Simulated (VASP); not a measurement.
# Pt (P6_3/mmc) in VASP: a series of runs

Runs on Pt. Level: PBE. Tasks: single point, relaxation of cell and atoms.

Program: VASP 6.6.1. These are calculated values, not measurements. Logs are shortened: lines on timing, memory, paths and dates and some standing lists are left out, and cuts for length are marked.

## 1. The cell of the first run

Symmetry: P6_3/mmc, No. 194, hexagonal system. The conventional cell has a = 2.758 Å, b = 2.758 Å, c = 4.783 Å, α = 90.00°, β = 90.00°, γ = 120.00°. Within 3.6 Å of Pt (site symmetry -6m2) lie 12 Pt at 2.76 to 2.87 Å.

This isn't the form of Pt at room conditions, which is fcc.

## 2. Single point, PBE

Contents of INCAR:

```
SYSTEM = Pt
  ALGO = Normal
  EDIFF = 1E-7
  ENCUT = 520
  GGA = PE
  ISIF = 2
  ISMEAR = 0
  LASPH = .TRUE.
  LCHARG = .FALSE.
  LREAL = .FALSE.
  LWAVE = .FALSE.
  NBANDS = 17
  NELM = 60
  PREC = Accurate
  SIGMA = 0.1
```

Contents of KPOINTS:

```
k-points
0
G
  12 12 8
  0 0 0
```

Contents of POSCAR:

```
Pt
1.0
    2.7584497928      0.0000000000      0.0000000000
   -1.3792248964      2.3888875956      0.0000000000
    0.0000000000      0.0000000000      4.7829479934
Pt
2
Direct
    0.6666666667      0.3333333333      0.7500000000
    0.3333333333      0.6666666667      0.2500000000
```

Potentials or basis: VASP PAW PBE potentials, release 64 (Pt).

Command:

```bash
$ cat potpaw_PBE.64/Pt/POTCAR > POTCAR
$ mpirun -np 1 vasp_std > vasp.out
```

OUTCAR:

```text
SYSTEM = Pt
   EDIFF = 1E-7
   ENCUT = 520
   GGA = PE
   ISIF = 2
   ISMEAR = 0
   LASPH = .TRUE.
   LREAL = .FALSE.
   NELM = 60
   PREC = Accurate

 ion  position               nearest neighbor table
   1  0.667  0.333  0.750-   2 2.87   2 2.87   2 2.87   2 2.87   2 2.87   2 2.87
   2  0.333  0.667  0.250-   1 2.87   1 2.87   1 2.87   1 2.87   1 2.87   1 2.87

  LATTYP: Found a hexagonal cell.
 ALAT       =     2.7584497928
 C/A-ratio  =     1.7339260645

  Lattice vectors:

 A1 = (   2.7584497928,   0.0000000000,   0.0000000000)
 A2 = (  -1.3792248964,   2.3888875956,   0.0000000000)
 A3 = (   0.0000000000,   0.0000000000,   4.7829479934)

Analysis of symmetry for initial positions (statically):
=====================================================================
 Subroutine PRICEL returns:
 Original cell was already a primitive cell.

 Routine SETGRP: Setting up the symmetry group for a
 hexagonal supercell.

 Subroutine GETGRP returns: Found 24 space group operations
 (whereof 12 operations were pure point group operations)
 out of a pool of 24 trial point group operations.

The static configuration has the point symmetry D_3d.
 The point group associated with its full space group is D_6h.

Analysis of symmetry for dynamics (positions and initial velocities):
=====================================================================
 Subroutine PRICEL returns:
 Original cell was already a primitive cell.

 Routine SETGRP: Setting up the symmetry group for a
 hexagonal supercell.

 Subroutine GETGRP returns: Found 24 space group operations
 (whereof 12 operations were pure point group operations)
 out of a pool of 24 trial point group operations.

The dynamic configuration has the point symmetry D_3d.
 The point group associated with its full space group is D_6h.

 Subroutine INISYM returns: Found 24 space group operations
 (whereof 12 operations are pure point group operations),
 and found     1 'primitive' translations

----------------------------------------------------------------------------------------

                                     Primitive cell

  volume of cell :      31.5178

  direct lattice vectors                    reciprocal lattice vectors
     2.758449793  0.000000000  0.000000000     0.362522458  0.209302439  0.000000000
    -1.379224896  2.388887596  0.000000000     0.000000000  0.418604878  0.000000000
     0.000000000  0.000000000  4.782947993     0.000000000  0.000000000  0.209076076

  length of vectors
     2.758449793  2.758449793  4.782947993     0.418604878  0.418604878  0.209076076

  position of ions in fractional coordinates (direct lattice)
     0.666666667  0.333333333  0.750000000
     0.333333333  0.666666667  0.250000000

  ion indices of the primitive-cell ions
   primitive index   ion index
                 1           1
                 2           2

----------------------------------------------------------------------------------------

 KPOINTS: k-points

Automatic generation of k-mesh.
 Grid dimensions read from file:
 generate k-points for:   12   12    8

 Generating k-lattice:

  Cartesian coordinates                     Fractional coordinates (reciprocal lattice)
     0.030210205  0.017441870  0.000000000     0.083333333  0.000000000  0.000000000
     0.000000000  0.034883740  0.000000000     0.000000000  0.083333333  0.000000000
     0.000000000  0.000000000  0.026134510     0.000000000  0.000000000  0.125000000

  Length of vectors
     0.034883740  0.034883740  0.026134510

  Shift w.r.t. Gamma in fractional coordinates (k-lattice)
     0.000000000  0.000000000  0.000000000

 Subroutine IBZKPT returns following result:
 ===========================================

 Found     95 irreducible k-points:

 Following reciprocal coordinates:
            Coordinates               Weight
  0.000000  0.000000  0.000000      1.000000
  0.083333  0.000000  0.000000      6.000000
  0.166667  0.000000  0.000000      6.000000
  0.250000 -0.000000  0.000000      6.000000
  0.333333  0.000000  0.000000      6.000000
  0.416667 -0.000000  0.000000      6.000000
[... 16 lines left out ...]
  0.250000 -0.000000  0.125000     12.000000
  0.333333  0.000000  0.125000     12.000000
 [... further k-points ...]
   k-points           NKPTS =     95   k-points in BZ     NKDIM =     95   number of bands    NBANDS=     17
   number of dos      NEDOS =    301   number of ions     NIONS =      2
   total plane-waves  NPLWV =  20736
   dimension x,y,z NGX =    24 NGY =   24 NGZ =   36
   dimension x,y,z NGXF=    48 NGYF=   48 NGZF=   72
   ions per type =               2
   NGX,Y,Z   is equivalent  to a cutoff of  14.46, 14.46, 12.51 a.u.
   NGXF,Y,Z  is equivalent  to a cutoff of  28.93, 28.93, 25.03 a.u.
 SYSTEM =  Pt
   PREC   = accura    normal or accurate (medium, high low for compatibility)
   ISTART =      0    job   : 0-new  1-cont  2-samecut
   ICHARG =      2    charge: 1-file 2-atom 10-const
   ISPIN  =      1    spin polarized calculation?
   LNONCOLLINEAR =      F non collinear calculations
   LSORBIT =      F    spin-orbit coupling
   LASPH  =      T    aspherical Exc in radial PAW
   ENCUT  =  520.0 eV  38.22 Ry    6.18 a.u.   5.13  5.13  8.89*2*pi/ulx,y,z
   NELM   =     60;   NELMIN=  2; NELMDL= -5     # of ELM steps
   EDIFF  = 0.1E-06   stopping-criterion for ELM
   LREAL  =      F    real-space projection
   EDIFFG = 0.1E-05   stopping-criterion for IOM
   NSW    =      0    number of steps for IOM
   IBRION =     -1    ionic relax: 0-MD 1-quasi-New 2-CG
   NFREE  =      0    steps in history (QN), initial steepest desc. (CG)
   ISIF   =      2    stress and relaxation
   ISYM   =      2    0-nonsym 1-usesym 2-fastsym
   POTIM  = 0.5000    time-step for ionic-motion
   TEBEG  =    0.0;   TEEND  =   0.0 temperature during run
   PSTRESS=    0.0 pullay stress
   NELECT =      20.0000    total number of electrons
   NUPDOWN=      -1.0000    fix difference up-down
   EMIN   =  10.00;   EMAX   =-10.00  energy-range for DOS
   EFERMI =   0.00;   METHOD = LEGACY
   ISMEAR =     0;   SIGMA  =   0.10  broadening in eV -4-tet -1-fermi 0-gaus
   EFERMI_NEDOS =   21; number of points for ismear=-14 and -15
   IALGO  =     38    algorithm
   IMIX   =      4    mixing-type and parameters
     AMIX     =   0.40;   BMIX     =  1.00
     AMIX_MAG =   1.60;   BMIX_MAG =  1.00
  volume/ion in A,a.u.               =      15.76       106.35
  Fermi-wavevector in a.u.,A,eV,Ry     =   1.406801  2.658468 26.927142  1.979089
  Thomas-Fermi vector in A             =   2.529125
   LORBIT       =      0    0 simple, 1 ext, 2 COOP (PROOUT), +10 PAW based schemes
   GGA     = PE    functional components
   LHFCALC =     F    Hartree Fock is set to
   AEXX    =    0.0000 exact exchange contribution
   IVDW    =     0    specifies the selected vdW correction
   LEPSILON=     F    determine dielectric tensor
   LRPA    =     F    only Hartree local field effects (RPA)
 non-spin polarized calculation
 Gauss-broadening in eV      SIGMA  =   0.10
  energy-cutoff  :      520.00
  volume of cell :       31.52
 maximum number of plane-waves:       864
 NGX is ok and might be reduce to    24
   NGX = 11   NGY = 11   NGZ = 17

 number of electron      20.0000004 magnetization

 Free energy of the ion-electron system (eV)
  ---------------------------------------------------
  ext. energy  EPLUGINS =         0.00000000
  ---------------------------------------------------
  free energy    TOTEN  =       -12.08931109 eV

  energy without entropy =      -12.06678490  energy(sigma->0) =      -12.07804800

 E-fermi :  10.4047     XC(G=0): -13.2226

 val. band max:       10.3990789805   @ k =   0.4167  -0.0000   0.1250
 cond. band min:      10.4135951939   @ k =   0.3333   0.0000   0.0000
 fundamental gap:      0.0145162134
 Fermi energy:        10.4046869045

 k-point     1 :       0.0000    0.0000    0.0000
  band No.  band energies     occupation
      1       0.7041      2.00000
      2       3.3494      2.00000
      3       6.4773      2.00000
      4       6.9901      2.00000
      5       6.9901      2.00000
      6       7.3569      2.00000
[... 9 lines left out ...]
     16      27.6989      0.00000
     17      31.4894      0.00000

 k-point     2 :       0.0833    0.0000    0.0000
  band No.  band energies     occupation
      1       0.9554      2.00000
      2       3.5792      2.00000
      3       6.4439      2.00000
      4       6.9880      2.00000
      5       7.1823      2.00000
      6       7.2411      2.00000
[... 9 lines left out ...]
     16      27.9827      0.00000
     17      30.1684      0.00000

 k-point     3 :       0.1667    0.0000    0.0000
  band No.  band energies     occupation
      1       1.6647      2.00000
      2       4.1586      2.00000
      3       6.2384      2.00000
      4       6.8455      2.00000
      5       7.0955      2.00000
      6       7.3787      2.00000
[... 9 lines left out ...]
     16      28.0338      0.00000
     17      28.3674      0.00000

 k-point     4 :       0.2500   -0.0000    0.0000
  band No.  band energies     occupation
      1       2.6637      2.00000
      2       4.5745      2.00000
      3       6.0902      2.00000
      4       6.3052      2.00000
      5       6.5893      2.00000
      6       7.8105      2.00000
[... 9 lines left out ...]
     16      26.5309      0.00000
     17      28.7765      0.00000

 k-point     5 :       0.3333    0.0000    0.0000
  band No.  band energies     occupation
      1       3.5591      2.00000
      2       4.4139      2.00000
      3       5.3462      2.00000
      4       6.5572      2.00000
      5       7.1080      2.00000
      6       7.4181      2.00000
[... 9 lines left out ...]
     16      25.2105      0.00000
     17      25.7929      0.00000

 k-point     6 :       0.4167   -0.0000    0.0000
  band No.  band energies     occupation
      1       3.9474      2.00000
      2       4.1629      2.00000
      3       4.8905      2.00000
      4       7.0942      2.00000
      5       7.1508      2.00000
      6       7.3601      2.00000
[... 9 lines left out ...]
     16      23.0022      0.00000
     17      24.1836      0.00000

 k-point     7 :       0.5000   -0.0000    0.0000
  band No.  band energies     occupation
      1       3.9984      2.00000
      2       4.0771      2.00000
      3       4.7371      2.00000
      4       7.0565      2.00000
      5       7.2908      2.00000
      6       7.4889      2.00000
[... 9 lines left out ...]
     16      22.4490      0.00000
     17      23.7152      0.00000

 k-point     8 :       0.0833    0.0833    0.0000
  band No.  band energies     occupation
      1       1.4384      2.00000
      2       3.9986      2.00000
      3       6.2729      2.00000
      4       7.0233      2.00000
      5       7.1092      2.00000
      6       7.4510      2.00000
[... 9 lines left out ...]
     16      27.3675      0.00000
     17      29.2373      0.00000
[... 203 lines left out ...]
      1       5.0290      2.00000
      2       5.6770      2.00000
      3       5.6770      2.00000
      4       6.1473      2.00000
      5       6.7748      2.00000
      6       6.7748      2.00000
[... 9 lines left out ...]
     16      22.4749      0.00000
     17      23.1432      0.00000

 k-point    20 :       0.0000    0.0000    0.1250
  band No.  band energies     occupation
      1       0.8376      2.00000
      2       3.3301      2.00000
      3       6.4438      2.00000
      4       6.9704      2.00000
      5       6.9704      2.00000
      6       7.3180      2.00000
[... 9 lines left out ...]
     16      27.4115      0.00000
     17      30.9336      0.00000

 k-point    21 :       0.0833    0.0000    0.1250
  band No.  band energies     occupation
      1       1.0872      2.00000
      2       3.5643      2.00000
      3       6.4358      2.00000
      4       6.9189      2.00000
      5       7.1567      2.00000
      6       7.1652      2.00000
[... 9 lines left out ...]
     16      27.7106      0.00000
     17      29.6128      0.00000

 k-point    22 :       0.1667    0.0000    0.1250
  band No.  band energies     occupation
      1       1.7883      2.00000
      2       4.1591      2.00000
      3       6.2673      2.00000
      4       6.6743      2.00000
      5       6.8960      2.00000
      6       7.4452      2.00000
[... 9 lines left out ...]
     16      28.0332      0.00000
     17      28.4735      0.00000

 k-point    23 :       0.2500   -0.0000    0.1250
  band No.  band energies     occupation
      1       2.7577      2.00000
      2       4.5984      2.00000
      3       5.9655      2.00000
      4       6.3511      2.00000
      5       6.5077      2.00000
      6       7.6577      2.00000
[... 9 lines left out ...]
     16      26.5227      0.00000
     17      27.9627      0.00000

 k-point    24 :       0.3333    0.0000    0.1250
  band No.  band energies     occupation
      1       3.5727      2.00000
      2       4.4402      2.00000
      3       5.3922      2.00000
      4       6.2653      2.00000
      5       7.1273      2.00000
      6       7.6313      2.00000
[... 9 lines left out ...]
     16      24.6836      0.00000
     17      26.0573      0.00000

 [... further k-points ...]
[... 5 lines left out ...]
  --------------------------------------------------------------------------------------
  -------------------------------------------------------------------------------------
  Total       -0.0763240     -0.0763240     -0.1243342      0.0000000     -0.0000000      0.0000000
  in kB       -3.8798534     -3.8798534     -6.3204001      0.0000000     -0.0000000      0.0000000
  external PRESSURE =      -4.6933689 kB  Pullay stress =       0.0000000 kB

 VOLUME and BASIS-vectors are now :
 -----------------------------------------------------------------------------
  energy-cutoff  :      520.00
  volume of cell :       31.52
      direct lattice vectors                 reciprocal lattice vectors
     2.758449793  0.000000000  0.000000000     0.362522458  0.209302439  0.000000000
    -1.379224896  2.388887596  0.000000000     0.000000000  0.418604878  0.000000000
     0.000000000  0.000000000  4.782947993     0.000000000  0.000000000  0.209076076

 POSITION                                       TOTAL-FORCE (eV/Angst)
 -----------------------------------------------------------------------------------
      1.37922      0.79630      3.58721        -0.000000      0.000000      0.000000
     -0.00000      1.59259      1.19574         0.000000     -0.000000      0.000000
 -----------------------------------------------------------------------------------
    total drift:                               -0.000000      0.000000     -0.000000

  FREE ENERGIE OF THE ION-ELECTRON SYSTEM (eV)
  ---------------------------------------------------
  free  energy   TOTEN  =       -12.0893110929 eV

  energy  without entropy=      -12.0667848995  energy(sigma->0) =      -12.07804800
```

Run time: 27 s. Hardware: 1 thread of AMD EPYC 9R45 (Zen 5), shared host; peak memory 0.15 GiB.

What came out:

```yaml
Free_energy: -12.0893 eV
Pressure: -0.5 GPa
Band_gap_on_the_k_mesh: zero (bands 10 and 11 overlap by 1.29 eV)
```

Caveat: spin-orbit coupling is left out, which moves the levels of the heavy elements.

## 3. Relaxation of cell and atoms, PBE

This run uses another cell than the first one, of 15.81 Å³/atom.

Contents of INCAR:

```
PREC     = Accurate       # precision mode
ENCUT    = 600            # plane-wave cutoff, eV
EDIFF    = 1E-6           # SCF threshold, eV
ISMEAR   = 0              # smearing method
SIGMA    = 0.1            # smearing width, eV
LREAL    = F              # projectors in reciprocal space
LASPH    = T              # aspherical terms in the spheres
NELM     = 100            # most SCF steps
ALGO     = Normal         # electronic algorithm
ISIF     = 3              # what is computed and relaxed
LWAVE    = F              # write WAVECAR
LCHARG   = F              # write CHGCAR
GGA      = PE             # functional
IBRION   = 2              # ionic algorithm
NSW      = 90             # ionic steps
EDIFFG   = -0.02          # ionic threshold
```

Contents of KPOINTS:

```
regular mesh
0
Gamma
  12 12 8
```

Contents of POSCAR:

```
Pt
1.0
    2.7606656158      0.0000000000      0.0000000000
   -1.3803328079      2.3908065546      0.0000000000
    0.0000000000      0.0000000000      4.7921340000
Pt
2
Direct
    0.6666666700      0.3333333300      0.7500000000
    0.3333333300      0.6666666700      0.2500000000
```

Potentials or basis: VASP PAW PBE potentials, release 64 (Pt).

Command:

```bash
$ cat potpaw_PBE.64/Pt/POTCAR > POTCAR
$ mpirun -np 1 vasp_std > vasp.out
```

Wall time 61 s (1 thread of AMD EPYC 9R45 (Zen 5), shared host); peak memory 0.16 GiB.

Results (log left out):

```
Free energy                           : -12.0897 eV
Relaxed volume                        : 15.73 Å³/atom
Relaxed cell                          : a = 2.758 Å, b = 2.758 Å, c = 4.777 Å, α = 90.00°, β = 90.00°, γ = 120.00°
Space group after relaxing (to 0.1 Å) : P6_3/mmc (No. 194)
Energy gained by relaxing             : 0.3 meV/atom
Ionic steps                           : 5
Pressure after relaxing               : 0.0 GPa
Band gap on the k mesh                : zero (bands 10 and 11 overlap by 1.29 eV)
```

Stress tensor (GPa, compression positive):
```
 0.03  0.00  0.00
 0.00  0.03  0.00
 0.00  0.00 -0.09
```

Step by step:
```
step  energy change (eV)  largest force (eV/Å)  pressure (GPa)  volume (Å³)
   1              0.0000                0.0000           -1.22        31.63
   2              0.0031                0.0000            3.15        31.08
   3             -0.0006                0.0000            0.05        31.47
   4             -0.0006                0.0000            0.01        31.47
   5             -0.0007                0.0000           -0.01        31.47
```

Final structure:
```
CELL_PARAMETERS angstrom
2.75792 0.00000 0.00000
-1.37896 2.38843 0.00000
0.00000 0.00000 4.77715
ATOMIC_POSITIONS crystal
Pt 0.66667 0.33333 0.75000
Pt 0.33333 0.66667 0.25000
```

Levels at points of the mesh, in eV from the Fermi level:
| k point | band 8 | band 9 | band 10 | band 11 | band 12 | band 13 |
| --- | --- | --- | --- | --- | --- | --- |
| (0.00, 0.00, 0.00) | -1.81 | -1.81 | -0.70 | -0.22 | -0.22 | 4.74 |
| (0.50, 0.00, 0.00) | 0.02 | 0.30 | 0.50 | 2.28 | 3.76 | 7.31 |
| (0.00, 0.00, 0.50) | -3.42 | -0.79 | -0.79 | -0.79 | -0.79 | 12.00 |
| (0.50, 0.00, 0.50) | -0.84 | 0.41 | 0.41 | 1.71 | 1.71 | 6.50 |

Caveat: spin-orbit coupling is left out, which moves the levels of the heavy elements.
